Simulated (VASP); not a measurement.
Ge: single point with PBEsol

Crystal: Ge.

```
CELL_PARAMETERS angstrom
2.45410 0.00000 0.00000
0.00000 2.45410 0.00000
0.00000 0.00000 2.45410
ATOMIC_POSITIONS crystal
Ge 0.00000 0.00000 0.00000
```

This cell differs from its parent crystal: volume scaled by 0.78.

| Quantity | Value |
| --- | --- |
| Program | VASP 6.6.1 |
| Task | single point |
| Functional | PBEsol |
| Potentials or basis | VASP PAW PBE potentials, release 64 (Ge_d) |
| Cutoff | 520 eV |
| k mesh | 15 × 15 × 15 |
| Occupations | fermi-dirac, width 0.1 eV |
| Spin | no spin polarisation |

| Item | Value |
| --- | --- |
| Pressure | 34.6 GPa |
| Band gap on the k mesh | zero (band 7 reaches 17.61 eV, above the bottom of band 8 at 6.49 eV) |

Levels at points of the mesh, in eV from the Fermi level:
| k point | band 4 | band 5 | band 6 | band 7 | band 8 | band 9 | band 10 | band 11 |
| --- | --- | --- | --- | --- | --- | --- | --- | --- |
| (0.00, 0.00, 0.00) | -24.50 | -24.50 | -15.51 | 8.27 | 8.27 | 8.27 | 11.30 | 11.30 |

It took 12 s on 1 thread of Intel(R) Xeon(R) Platinum 8259CL CPU @ 2.50GHz (Skylake/Cascade Lake), with other jobs on the host, peak memory 0.13 GiB.

Caveat: the PAW data sets were made with another functional, which shifts forces and pressure a little.
